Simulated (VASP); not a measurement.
# C: single point with PBE

The system is C.

```
C
1.0
    -2.52302    2.52302    1.43540
     2.52302   -2.52302    1.43540
     2.52302    2.52302   -1.43540
C
6
Direct
  0.50000 0.50000 0.00000
  0.25000 0.75000 0.50000
  0.80331 0.62500 0.67831
  0.94669 0.12500 0.32169
  0.37500 0.19669 0.32169
  0.87500 0.05331 0.67831
```

The cell was generated, and may not be a known phase.

| Property | Result |
| --- | --- |
| Program | VASP 6.6.1 |
| Task | single point |
| Functional | PBE |
| Potentials or basis | VASP PAW PBE potentials, release 64 (C_h) |
| Cutoff | 1300 eV |
| k mesh | 8 × 8 × 8 |
| Occupations | gaussian, width 0.1 eV |
| Spin | no spin polarisation |
| Dipole correction | no |
| Further INCAR settings | ALGO = Normal; EDIFF = 1e-06; NBANDS = 21 |

```yaml
Pressure: -0.1 GPa
Largest_force: 0.005 eV/Å
Band_gap_on_the_k_mesh: 1.41 eV (least direct gap 2.73 eV)
```

Forces in eV/Å, atoms in the order of the input:
```
C    0.000  0.000  0.000
C    0.000  0.000  0.000
C    0.000  0.005  0.000
C    0.000 -0.005  0.000
C   -0.005  0.000  0.000
C    0.005  0.000  0.000
```

Levels at points of the mesh, in eV from the valence-band top:
```csv
k point,band 8,band 9,band 10,band 11,band 12,band 13,band 14,band 15,band 16,band 17
"(0.00, 0.00, 0.00)",-5.50,-4.37,-4.06,-3.30,-3.30,1.41,2.68,5.41,5.41,9.27
"(0.50, 0.00, 0.00)",-4.76,-4.41,-4.00,-3.59,-2.11,3.30,3.94,5.55,6.41,8.66
"(0.50, 0.50, 0.00)",-5.07,-5.07,-4.43,-3.04,-0.91,3.52,4.85,4.85,5.87,6.85
"(0.50, 0.50, 0.50)",-2.18,-2.03,-1.94,-1.77,-1.77,3.91,3.91,4.40,5.27,6.20
```

It took 72 s on 1 thread of Intel(R) Xeon(R) 6975P-C (Granite Rapids), with other jobs on the host, peak memory 0.37 GiB.

A k mesh can miss the band edges.
